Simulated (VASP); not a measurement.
Li, 3 atoms in the cell. Symmetry: P6/mmm, No. 191, hexagonal system. The conventional cell has a = 4.913 Å, b = 4.913 Å, c = 2.875 Å, α = 90.00°, β = 90.00°, γ = 120.00°. Li (site symmetry 6/mmm) has 14 Li at 2.87 to 3.18 Å within 3.8 Å. Li (site symmetry -6m2) has 11 Li at 2.84 to 3.18 Å within 3.7 Å. This isn't the form of Li at room conditions, which is bcc.

```yaml
Program: VASP 6.6.1
Task: single point
Functional: BLYP
Potentials_or_basis: VASP PAW PBE potentials, release 64 (Li_sv)
Cutoff: 520 eV
k_mesh: 7 × 7 × 10
Occupations: fermi-dirac, width 0.1 eV
Spin: no spin polarisation
Dipole_correction: no
Further_INCAR_settings: ALGO = Normal; EDIFF = 1e-06; NBANDS = 12
```

Potentials or basis: VASP PAW PBE potentials, release 64 (Li_sv).

Launch:

```sh
$ cat potpaw_PBE.64/Li_sv/POTCAR > POTCAR
$ mpirun -np 1 vasp_std > vasp.out
```

Hardware: 1 thread of Intel Xeon 8259CL (shared host).

Question: Estimate the wall time of this run.

Answer: Run time: 56 s on 1 thread of Intel Xeon 8259CL, on a shared host, peak memory 0.18 GiB. Counts: scf iterations 12, k points 48.
